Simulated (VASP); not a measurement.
Write the native input for VASP 6.6.1 that does the following.

| Quantity | Value |
| --- | --- |
| Task | single point |
| Functional | PBEsol |
| Potentials or basis | VASP PAW PBE potentials, release 64 (Ti_sv) |
| Cutoff | 520 eV |
| k mesh | 18 × 18 × 10 |
| Occupations | gaussian, width 0.15 eV |
| Spin | no spin polarisation |
| Dipole correction | no |
| Further INCAR settings | ALGO = Fast; EDIFF = 1e-06; NBANDS = 19 |

The structure of Ti lies in POSCAR:

```
Ti
1.0
   -1.6410000000      1.6410000000      1.6410000000
    1.6410000000     -1.6410000000      1.6410000000
    3.2820000000      3.2820000000      0.0000000000
Ti
2
Direct
    0.0000000000      0.0000000000     -0.0215449964
    0.5000000000      0.5000000000      0.5215449964
```

This cell differs from its parent crystal: atoms displaced along a vibrational mode.

One way to write it, as run:

INCAR

```
SYSTEM = Ti
PREC = Accurate
ENCUT = 520
EDIFF = 1E-6
ISMEAR = 0
SIGMA = 0.15
LREAL = .FALSE.
LASPH = .TRUE.
NELM = 80
ALGO = Fast
ISIF = 2
LWAVE = .FALSE.
LCHARG = .FALSE.
GGA = PS
NBANDS = 19
```

KPOINTS

```
Automatic mesh
0
G
  18 18 10
  0 0 0
```

Potentials or basis: VASP PAW PBE potentials, release 64 (Ti_sv).

The run is started by

```console
$ cat potpaw_PBE.64/Ti_sv/POTCAR > POTCAR
$ mpirun -np 1 vasp_std > vasp.out
```

Results of the run:

| Property | Result |
| --- | --- |
| Pressure | -6.3 GPa |
| Largest force | 0.341 eV/Å |
| Band gap on the k mesh | zero (bands 12 and 13 overlap by 1.09 eV) |

Caveat: the cell differs from its parent crystal (atoms displaced along a vibrational mode); the cell stands under tension; the PAW data sets were made with another functional, which shifts forces and pressure a little.

Run time: 23 min on 1 thread of Intel Xeon 8259CL, with other jobs on the host, peak memory 0.4 GiB.
